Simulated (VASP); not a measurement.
Set up this calculation in VASP 6.6.1, as the native input.

- Task: single point
- Functional: PBEsol
- Potentials or basis: VASP PAW PBE potentials, release 64 (Mo_sv)
- Cutoff: 520 eV
- k mesh: 15 × 16 × 14
- Occupations: fermi-dirac, width 0.1 eV
- Spin: no spin polarisation
- Dipole correction: no
- Further INCAR settings: ALGO = Fast; EDIFF = 1e-06; NBANDS = 13

The structure of Mo lies in POSCAR:

```
Mo
1.0
    2.8244807000     -0.0180516400     -0.0483609000
   -1.4278735300      2.3175461800      0.0145522700
   -0.0451728600     -0.0103847700      2.5373308300
Mo
1
Direct
    0.0000000000      0.0000000000      0.5000000000
```

One way to write it, as run:

INCAR

```
SYSTEM = Mo
PREC     = Accurate       ! precision mode
ENCUT    = 520            ! plane-wave cutoff, eV
EDIFF    = 1E-6           ! SCF threshold, eV
ISMEAR   = -1             ! smearing method
SIGMA    = 0.1            ! smearing width, eV
LREAL    = .FALSE.        ! projectors in reciprocal space
LASPH    = .TRUE.         ! aspherical terms in the spheres
NELM     = 100            ! most SCF steps
ALGO     = Fast           ! electronic algorithm
ISIF     = 2              ! what is computed and relaxed
LWAVE    = .FALSE.        ! write WAVECAR
LCHARG   = .FALSE.        ! write CHGCAR
GGA      = PS             ! functional
NBANDS   = 13             ! bands
```

KPOINTS

```
Automatic mesh
0
G
  15 16 14
  0 0 0
```

Potentials or basis: VASP PAW PBE potentials, release 64 (Mo_sv).

The run is started by

```sh
$ cat potpaw_PBE.64/Mo_sv/POTCAR > POTCAR
$ mpirun -np 1 vasp_std > vasp.out
```

Results of the run:

| Property | Result |
| --- | --- |
| Pressure | -3.0 GPa |
| Band gap on the k mesh | zero (bands 7 and 8 overlap by 1.92 eV) |

Caveat: the stress differs along the axes, from -7 to 1 GPa; the PAW data sets were made with another functional, which shifts forces and pressure a little.

Wall time 3.4 min on 1 thread of Intel(R) Xeon(R) Platinum 8259CL CPU @ 2.50GHz (Skylake/Cascade Lake), with other jobs on the host, peak memory 0.42 GiB.
